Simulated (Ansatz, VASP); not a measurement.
One calculation of TiC, two programs

Contents of POSCAR:

```
TiC
1.0
    0.0000000000      2.1315400000      2.1640000000
    2.1964600000      0.0000000000      2.1640000000
    2.1964600000      2.1315400000      0.0000000000
Ti C
1 1
Direct
    0.0000000000      0.0000000000      0.0000000000
    0.5000000000      0.5000000000      0.5000000000
```

The input INCAR.step1:

```
SYSTEM = TiC
  ALGO = Normal
  EDIFF = 1E-4
  ENCUT = 520
  GGA = PE
  ISMEAR = 0
  LASPH = .True.
  LCHARG = .False.
  LREAL = .False.
  LWAVE = .True.
  NBANDS = 15
  NELM = 80
  PREC = Accurate
  SIGMA = 0.15
```

File INCAR.step2:

```
SYSTEM = TiC
  ALGO = Normal
  EDIFF = 1E-6
  ENCUT = 520
  ISIF = 2
  ISMEAR = 0
  ISTART = 1
  LASPH = .True.
  LCHARG = .False.
  LMIXTAU = .True.
  LREAL = .False.
  LWAVE = .False.
  METAGGA = R2SCAN
  NBANDS = 15
  NELM = 80
  PREC = Accurate
  SIGMA = 0.15
```

Contents of KPOINTS:

```
k-points
0
Gamma
  18 18 18
  0 0 0
```

Input for Ansatz:

```yaml
crystal:
  lattice:
    - [0.0, 2.13154, 2.164]
    - [2.19646, 0.0, 2.164]
    - [2.19646, 2.13154, 0.0]
  atoms:
    - { symbol: Ti, position: [0.0, 0.0, 0.0] }
    - { symbol: C, position: [0.5, 0.5, 0.5] }
basis:
  ecutwfc: 500
kpoints:
  mp_grid: { grid: [18, 18, 18] }
hamiltonian:
  xc: r2scan
scf:
  occupations: { method: gaussian, width: 0.15 }
output:
  forces: true
  stress: true
  eigenvalues: true
```

Change from the starting cell: strain +0.0150 x Voigt [1, -1, 0, 0, 0, 0], atoms carried along.

Alike in both runs: task single point; functional r2SCAN; k mesh 18 × 18 × 18; occupations gaussian, width 0.15 eV; no spin polarisation.

```csv
,VASP,Ansatz
version,VASP 6.6.1,Ansatz 0.2.0
potentials or method,"VASP PAW PBE potentials, release 64 (Ti_sv, C), cutoff 520 eV","scalar-relativistic, plane waves, PAW"
valence electrons in the cell,16,16
```

VASP gave:

```
gap on the k mesh at the Fermi level (eV)                     : none
pressure (GPa)                                                : 1.3
traceless stress, the component that is largest in VASP (GPa) : 6.28
```

**Question.** Which values does Ansatz return?

**Answer.** gap on the k mesh at the Fermi level (eV): none; pressure (GPa): 0.4; traceless stress, the component that is largest in VASP (GPa): 6.20.

VASP's potentials were made for PBE, not for r2SCAN. A gap of «none» marks a metal or a gap that the smearing closes.
